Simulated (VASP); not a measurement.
# RbBr: single point with PBE

Crystal: RbBr.

```
CELL_PARAMETERS angstrom
4.19290 0.00000 0.00000
0.00000 4.19290 0.00000
0.00000 0.00000 4.19290
ATOMIC_POSITIONS crystal
Rb 0.00000 0.00000 0.00000
Br 0.50000 0.50000 0.50000
```

```yaml
Program: VASP 6.6.1
Task: single point
Functional: PBE
Potentials_or_basis: VASP PAW PBE potentials, release 64 (Rb_sv, Br)
Cutoff: 520 eV
k_mesh: 6 × 6 × 6
Occupations: gaussian, width 0.01 eV
Spin: no spin polarisation
Dipole_correction: no
Further_INCAR_settings: ALGO = Normal; EDIFF = 1e-06; NBANDS = 15
```

- Pressure: 0.1 GPa
- Band gap on the k mesh: 3.92 eV, indirect (least direct gap 4.08 eV)

Levels at points of the mesh, in eV from the valence-band top:
| k point | band 5 | band 6 | band 7 | band 8 | band 9 | band 10 | band 11 | band 12 |
| --- | --- | --- | --- | --- | --- | --- | --- | --- |
| (0.00, 0.00, 0.00) | -9.17 | -0.15 | -0.15 | -0.15 | 3.92 | 5.63 | 5.63 | 9.79 |
| (0.50, 0.00, 0.00) | -9.13 | -1.60 | -0.21 | -0.21 | 6.87 | 6.88 | 7.38 | 8.70 |
| (0.50, 0.50, 0.00) | -9.10 | -0.99 | -0.99 | 0.00 | 5.29 | 6.17 | 7.92 | 7.92 |
| (0.50, 0.50, 0.50) | -9.37 | -1.22 | -1.22 | -1.22 | 8.07 | 8.07 | 8.07 | 9.13 |

Run time: 19 s on 1 thread of Intel(R) Xeon(R) Platinum 8259CL CPU @ 2.50GHz (Skylake/Cascade Lake), on a shared host, peak memory 0.18 GiB.

A k mesh can miss the band edges. As with any semilocal functional, this PBE gap is likely too small.
